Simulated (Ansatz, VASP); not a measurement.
## Rh in VASP and in Ansatz

File INCAR:

```
PREC = Accurate ; ENCUT = 600
EDIFF = 1E-6 ; ISMEAR = -1
SIGMA = 0.1 ; LREAL = F
LASPH = T ; NELM = 150
ALGO = Normal ; ISIF = 3
LWAVE = F ; LCHARG = F
ISPIN = 2 ; MAGMOM = 3
LORBIT = 11 ; LMAXMIX = 4
GGA = PE ; IBRION = 2
NSW = 60 ; EDIFFG = -0.005
```

File KPOINTS:

```
regular mesh
0
Gamma
  19 19 19
```

POSCAR

```
Rh
1.0
    0.0000000000      1.9152057761      1.9152057761
    1.9152057761      0.0000000000      1.9152057761
    1.9152057761      1.9152057761      0.0000000000
Rh
1
Direct
    0.0000000000      0.0000000000      0.0000000000
```

Input for Ansatz:

```yaml
crystal:
  lattice:
    - [0.0, 1.9152057761, 1.9152057761]
    - [1.9152057761, 0.0, 1.9152057761]
    - [1.9152057761, 1.9152057761, 0.0]
  atoms:
    - { symbol: Rh, position: [0.0, 0.0, 0.0], spin: 3.0 }
kpoints:
  mp_grid: { grid: [19, 19, 19] }
scf:
  occupations: { method: fermi_dirac, width: 0.1 }
hamiltonian:
  xc: pbe
  pseudopotentials: { kind: paw }
output:
  forces: true
  stress: true
  write_density: true
  write_potential: true
  elf: true
  volumetric_format: npy
relax:
  f_tol: 0.005
  max_steps: 40
  cell: {}
magnetization:
  spin_polarized: true
```

Alike in both runs: task relaxation of cell and atoms; functional PBE; k mesh 19 × 19 × 19; occupations fermi-dirac, width 0.1 eV; collinear spin.

```csv
,VASP,Ansatz
version,VASP 6.6.1,Ansatz 0.2.0
potentials or method,"VASP PAW PBE potentials, release 64 (Rh_pv)","PAW with Ansatz's default frozen-core files, scalar-relativistic"
plane-wave cutoff (eV),600,420
valence electrons in the cell,15,17
```

```csv
,VASP,Ansatz,Ansatz less VASP
"gap on the k mesh at the Fermi level, each at its own relaxed structure (eV)",none,none,-
net moment per atom (μB),0.00,0.00,0.000
relaxed volume (Å³/atom),14.06,14.07,+0.007
relaxed cell length with the largest relative difference (Å),2.709,2.710,+0.0005
```

A gap of «none» marks a metal or a gap that the smearing closes. VASP's potentials hold 15 valence electrons a cell and Ansatz's 17, so a difference there can come from the potentials and not from the codes. Ansatz's warnings: seeded moment not kept.
